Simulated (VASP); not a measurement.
# PtC (CsCl type) (Pm-3m) in VASP: relaxation of cell and atoms with PBEsol

Aim: the relaxation of cell and atoms of PtC (CsCl type) with PBEsol.

Everything below comes from runs of VASP 6.6.1. Logs are shortened: lines on timing, memory, paths and dates and some standing lists are left out, and cuts for length are marked.

## (1) The cell of the first run

It takes space group Pm-3m (No. 221, cubic). The conventional cell has a = 2.714 Å, b = 2.714 Å, c = 2.714 Å, α = 90.00°, β = 90.00°, γ = 90.00°. Pt (site symmetry m-3m) has 8 C at 2.35 Å and 6 Pt at 2.71 Å within 3.1 Å. Within 3.1 Å of C (site symmetry m-3m) lie 8 Pt at 2.35 Å and 6 C at 2.71 Å.

## (2) Relaxation of cell and atoms, PBEsol

Contents of INCAR:

```
PREC     = Accurate       # precision mode
ENCUT    = 600            # plane-wave cutoff, eV
EDIFF    = 1E-6           # SCF threshold, eV
ISMEAR   = -1             # smearing method
SIGMA    = 0.05           # smearing width, eV
LREAL    = F              # projectors in reciprocal space
LASPH    = T              # aspherical terms in the spheres
NELM     = 80             # most SCF steps
ALGO     = Normal         # electronic algorithm
ISIF     = 3              # what is computed and relaxed
LWAVE    = F              # write WAVECAR
LCHARG   = F              # write CHGCAR
GGA      = PS             # functional
IBRION   = 2              # ionic algorithm
NSW      = 60             # ionic steps
EDIFFG   = -0.005         # ionic threshold
```

Contents of KPOINTS:

```
regular mesh
0
Gamma
  14 14 14
```

Contents of POSCAR:

```
PtC
1.0
    2.7144176166      0.0000000000      0.0000000000
    0.0000000000      2.7144176166      0.0000000000
    0.0000000000      0.0000000000      2.7144176166
Pt C
1 1
Direct
    0.0000000000      0.0000000000      0.0000000000
    0.5000000000      0.5000000000      0.5000000000
```

Potentials or basis: VASP PAW PBE potentials, release 64 (Pt, C).

Started as:

```sh
> cat potpaw_PBE.64/Pt/POTCAR potpaw_PBE.64/C/POTCAR > POTCAR
> mpirun -np 1 vasp_std > vasp.out
```

OUTCAR:

```text
PREC = Accurate
   ENCUT = 600
   EDIFF = 1E-6
   ISMEAR = -1
   LREAL = F
   LASPH = T
   NELM = 80
   ISIF = 3
   GGA = PS
   IBRION = 2
   NSW = 60
   EDIFFG = -0.005

 ion  position               nearest neighbor table
   1  0.000  0.000  0.000-   2 2.35   2 2.35   2 2.35   2 2.35   2 2.35   2 2.35   2 2.35   2 2.35

   2  0.500  0.500  0.500-   1 2.35   1 2.35   1 2.35   1 2.35   1 2.35   1 2.35   1 2.35   1 2.35

  LATTYP: Found a simple cubic cell.
 ALAT       =     2.7144176166

  Lattice vectors:

 A1 = (   2.7144176166,   0.0000000000,   0.0000000000)
 A2 = (   0.0000000000,   2.7144176166,   0.0000000000)
 A3 = (   0.0000000000,   0.0000000000,   2.7144176166)

Analysis of symmetry for initial positions (statically):
=====================================================================
 Subroutine PRICEL returns:
 Original cell was already a primitive cell.

 Routine SETGRP: Setting up the symmetry group for a
 simple cubic supercell.

 Subroutine GETGRP returns: Found 48 space group operations
 (whereof 48 operations were pure point group operations)
 out of a pool of 48 trial point group operations.

The static configuration has the point symmetry O_h .

Analysis of symmetry for dynamics (positions and initial velocities):
=====================================================================
 Subroutine PRICEL returns:
 Original cell was already a primitive cell.

 Routine SETGRP: Setting up the symmetry group for a
 simple cubic supercell.

 Subroutine GETGRP returns: Found 48 space group operations
 (whereof 48 operations were pure point group operations)
 out of a pool of 48 trial point group operations.

The dynamic configuration has the point symmetry O_h .

 Subroutine INISYM returns: Found 48 space group operations
 (whereof 48 operations are pure point group operations),
 and found     1 'primitive' translations

----------------------------------------------------------------------------------------

                                     Primitive cell

  volume of cell :      20.0000

  direct lattice vectors                    reciprocal lattice vectors
     2.714417617  0.000000000  0.000000000     0.368403150  0.000000000  0.000000000
     0.000000000  2.714417617  0.000000000     0.000000000  0.368403150  0.000000000
     0.000000000  0.000000000  2.714417617     0.000000000  0.000000000  0.368403150

  length of vectors
     2.714417617  2.714417617  2.714417617     0.368403150  0.368403150  0.368403150

  position of ions in fractional coordinates (direct lattice)
     0.000000000  0.000000000  0.000000000
     0.500000000  0.500000000  0.500000000

  ion indices of the primitive-cell ions
   primitive index   ion index
                 1           1
                 2           2

----------------------------------------------------------------------------------------

 KPOINTS: regular mesh

Automatic generation of k-mesh.
 Grid dimensions read from file:
 generate k-points for:   14   14   14

 Generating k-lattice:

  Cartesian coordinates                     Fractional coordinates (reciprocal lattice)
     0.026314511  0.000000000  0.000000000     0.071428571  0.000000000  0.000000000
     0.000000000  0.026314511  0.000000000     0.000000000  0.071428571  0.000000000
     0.000000000  0.000000000  0.026314511     0.000000000  0.000000000  0.071428571

  Length of vectors
     0.026314511  0.026314511  0.026314511

  Shift w.r.t. Gamma in fractional coordinates (k-lattice)
     0.000000000  0.000000000  0.000000000

 Subroutine IBZKPT returns following result:
 ===========================================

 Found    120 irreducible k-points:

 Following reciprocal coordinates:
            Coordinates               Weight
  0.000000  0.000000  0.000000      1.000000
  0.071429  0.000000  0.000000      6.000000
  0.142857  0.000000  0.000000      6.000000
  0.214286  0.000000  0.000000      6.000000
  0.285714  0.000000  0.000000      6.000000
  0.357143  0.000000  0.000000      6.000000
[... 16 lines left out ...]
  0.285714  0.214286  0.000000     24.000000
  0.357143  0.214286  0.000000     24.000000
 [... further k-points ...]
   k-points           NKPTS =    120   k-points in BZ     NKDIM =    120   number of bands    NBANDS=     11
   number of dos      NEDOS =    301   number of ions     NIONS =      2
   total plane-waves  NPLWV =  13824
   dimension x,y,z NGX =    24 NGY =   24 NGZ =   24
   dimension x,y,z NGXF=    48 NGYF=   48 NGZF=   48
   ions per type =               1   1
   NGX,Y,Z   is equivalent  to a cutoff of  14.70, 14.70, 14.70 a.u.
   NGXF,Y,Z  is equivalent  to a cutoff of  29.40, 29.40, 29.40 a.u.
 SYSTEM =  unknown system
   PREC   = accura    normal or accurate (medium, high low for compatibility)
   ISTART =      0    job   : 0-new  1-cont  2-samecut
   ICHARG =      2    charge: 1-file 2-atom 10-const
   ISPIN  =      1    spin polarized calculation?
   LNONCOLLINEAR =      F non collinear calculations
   LSORBIT =      F    spin-orbit coupling
   LASPH  =      T    aspherical Exc in radial PAW
   ENCUT  =  600.0 eV  44.10 Ry    6.64 a.u.   5.42  5.42  5.42*2*pi/ulx,y,z
   NELM   =     80;   NELMIN=  2; NELMDL= -5     # of ELM steps
   EDIFF  = 0.1E-05   stopping-criterion for ELM
   LREAL  =      F    real-space projection
   EDIFFG = -.5E-02   stopping-criterion for IOM
   NSW    =     60    number of steps for IOM
   IBRION =      2    ionic relax: 0-MD 1-quasi-New 2-CG
   NFREE  =      1    steps in history (QN), initial steepest desc. (CG)
   ISIF   =      3    stress and relaxation
   ISYM   =      2    0-nonsym 1-usesym 2-fastsym
   POTIM  = 0.5000    time-step for ionic-motion
   TEBEG  =    0.0;   TEEND  =   0.0 temperature during run
   PSTRESS=    0.0 pullay stress
   NELECT =      14.0000    total number of electrons
   NUPDOWN=      -1.0000    fix difference up-down
   EMIN   =  10.00;   EMAX   =-10.00  energy-range for DOS
   EFERMI =   0.00;   METHOD = LEGACY
   ISMEAR =    -1;   SIGMA  =   0.05  broadening in eV -4-tet -1-fermi 0-gaus
   EFERMI_NEDOS =   21; number of points for ismear=-14 and -15
   IALGO  =     38    algorithm
   IMIX   =      4    mixing-type and parameters
     AMIX     =   0.40;   BMIX     =  1.00
     AMIX_MAG =   1.60;   BMIX_MAG =  1.00
  volume/ion in A,a.u.               =      10.00        67.48
  Fermi-wavevector in a.u.,A,eV,Ry     =   1.453586  2.746880 28.747931  2.112913
  Thomas-Fermi vector in A             =   2.570836
   LORBIT       =      0    0 simple, 1 ext, 2 COOP (PROOUT), +10 PAW based schemes
   GGA     = PS    functional components
   LHFCALC =     F    Hartree Fock is set to
   AEXX    =    0.0000 exact exchange contribution
   IVDW    =     0    specifies the selected vdW correction
   LEPSILON=     F    determine dielectric tensor
   LRPA    =     F    only Hartree local field effects (RPA)
 conjugate gradient relaxation of ions
 non-spin polarized calculation
  energy-cutoff  :      600.00
  volume of cell :       20.00
 maximum number of plane-waves:       691
 NGX is ok and might be reduce to    24
   NGX = 11   NGY = 11   NGZ = 11

--------------------------------------- Ionic step        1  -------------------------------------------

 number of electron      14.0000002 magnetization

 Free energy of the ion-electron system (eV)
  ---------------------------------------------------
  ext. energy  EPLUGINS =         0.00000000
  ---------------------------------------------------
  free energy    TOTEN  =       -12.70610332 eV

  energy without entropy =      -12.69481921  energy(sigma->0) =      -12.70046127

------------------------ aborting loop because EDIFF is reached ----------------------------------------

  FORCE on cell =-STRESS in cart. coord.  units (eV):
  Direction    XX          YY          ZZ          XY          YZ          ZX
  --------------------------------------------------------------------------------------
  -------------------------------------------------------------------------------------
  Total        2.4039134      2.4039134      2.4039134     -0.0000000     -0.0000000     -0.0000000
  in kB      192.5747808    192.5747808    192.5747808     -0.0000000     -0.0000000     -0.0000000
  external PRESSURE =     192.5747808 kB  Pullay stress =       0.0000000 kB
[... 21 lines left out ...]
  energy  without entropy=      -12.6948192121  energy(sigma->0) =      -12.70046127

--------------------------------------- Ionic step        2  -------------------------------------------

 number of electron      14.0000002 magnetization

 E-fermi :   9.1845     XC(G=0): -13.0399

 val. band max:        9.1777694022   @ k =   0.5000   0.1429   0.1429
 cond. band min:       9.2004978291   @ k =   0.2857   0.2857   0.0714
 fundamental gap:      0.0227284269
 Fermi energy:         9.1845044902

 k-point     1 :       0.0000    0.0000    0.0000
  band No.  band energies     occupation
      1      -4.7411      2.00000
      2       3.7066      2.00000
      3       3.7066      2.00000
      4       7.6025      2.00000
      5       7.6025      2.00000
      6       7.6025      2.00000
      7       9.2660      0.32781
      8       9.2660      0.32781
      9       9.2660      0.32781
     10      12.5874      0.00000
     11      24.4343      0.00000
[... 391 lines left out ...]
  energy  without entropy=      -12.7679311988  energy(sigma->0) =      -12.77345176

--------------------------------------- Ionic step        4  -------------------------------------------

 number of electron      13.9999999 magnetization

 Free energy of the ion-electron system (eV)
  ---------------------------------------------------
  ext. energy  EPLUGINS =         0.00000000
  ---------------------------------------------------
  free energy    TOTEN  =       -12.77901599 eV

  energy without entropy =      -12.76796476  energy(sigma->0) =      -12.77349037

 E-fermi :  11.0756     XC(G=0): -13.6250

 val. band max:       11.0702810339   @ k =   0.4286   0.4286   0.0000
 cond. band min:      11.1117663429   @ k =   0.2143   0.1429   0.1429
 fundamental gap:      0.0414853090
 Fermi energy:        11.0755834976

 k-point     1 :       0.0000    0.0000    0.0000
  band No.  band energies     occupation
      1      -4.1059      2.00000
      2       4.5836      2.00000
      3       4.5836      2.00000
      4       9.2235      2.00000
      5       9.2235      2.00000
      6       9.2235      2.00000
      7      10.8764      1.96345
      8      10.8764      1.96345
      9      10.8764      1.96345
     10      15.4595      0.00000
     11      26.8953      0.00000
[... 351 lines left out ...]
  FREE ENERGIE OF THE ION-ELECTRON SYSTEM (eV)
  ---------------------------------------------------
  free  energy   TOTEN  =       -12.7790159891 eV

  energy  without entropy=      -12.7679647576  energy(sigma->0) =      -12.77349037

 reached required accuracy - stopping structural energy minimisation
```

It took 78 s on 1 thread of Intel Xeon Platinum 8488C (Sapphire Rapids), shared host; peak memory 0.18 GiB.

Results:

```yaml
Free_energy: -12.7790 eV
Relaxed_volume: 10.65 Å³/atom
Relaxed_cell: a = 2.772 Å, b = 2.772 Å, c = 2.772 Å, α = 90.00°, β = 90.00°, γ = 90.00°
Space_group_after_relaxing_to_0.05_Å: Pm-3m (No. 221)
Energy_gained_by_relaxing: 36.5 meV/atom
Ionic_steps: 4
Pressure_after_relaxing: 0.0 GPa
Band_gap_on_the_k_mesh: zero (band 7 reaches 15.13 eV, above the bottom of band 8 at 10.80 eV)
```

Step by step:
```
step  energy change (eV)  largest force (eV/Å)  pressure (GPa)  volume (Å³)
   1              0.0000                0.0000           19.26        20.00
   2              0.1086                0.0000          -21.60        23.68
   3             -0.0729                0.0000           -0.40        21.32
   4             -0.0729                0.0000           -0.03        21.29
```

Final structure:
```yaml
crystal:
  lattice:
    - [2.77169, 0.00000, 0.00000]
    - [0.00000, 2.77169, 0.00000]
    - [0.00000, 0.00000, 2.77169]
  atoms:
    - { symbol: Pt, position: [0.00000, 0.00000, 0.00000] }
    - { symbol: C, position: [0.50000, 0.50000, 0.50000] }
```

Caveat: the PAW data sets were made with another functional, which shifts forces and pressure a little; spin-orbit coupling is left out, which moves the levels of the heavy elements.
